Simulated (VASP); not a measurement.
A run of VASP 6.6.1 is set up as follows.

The input INCAR:

```
  ALGO = Normal
  EDIFF = 1E-6
  ENCUT = 520
  GGA = PE
  ISIF = 2
  ISMEAR = 0
  LASPH = True
  LCHARG = False
  LREAL = False
  LWAVE = False
  NBANDS = 24
  NELM = 80
  PREC = Accurate
  SIGMA = 0.02
```

File KPOINTS:

```
k-points
0
Gamma
  8 8 8
```

POSCAR

```
KF
1.0
   -1.8713869945      1.8713869945      8.3545487598
    1.8713869945     -1.8713869945      8.3545487598
    1.8713869945      1.8713869945     -8.3545487598
K F
2 2
Direct
    0.1684181488      0.1684181488      0.0000000000
    0.8315818512      0.8315818512      0.0000000000
    0.3288507286      0.3288507286      0.0000000000
    0.6711492714      0.6711492714      0.0000000000
```

Potentials or basis: VASP PAW PBE potentials, release 64 (K_sv, F).

Run with:

```sh
$ cat potpaw_PBE.64/K_sv/POTCAR potpaw_PBE.64/F/POTCAR > POTCAR
$ mpirun -np 1 vasp_std > vasp.out
```

Q: Estimate the band gap on the k mesh.

A: 4.64 eV.

Q: Predict the pressure.

A: 0.0 GPa.

Q: Predict the largest force.

A: 0.009 eV/Å.

Forces on the atoms (eV/Å):
```
K    0.000  0.000 -0.008
K    0.000  0.000  0.008
F    0.000  0.000  0.009
F    0.000  0.000 -0.009
```

A k mesh can miss the band edges.
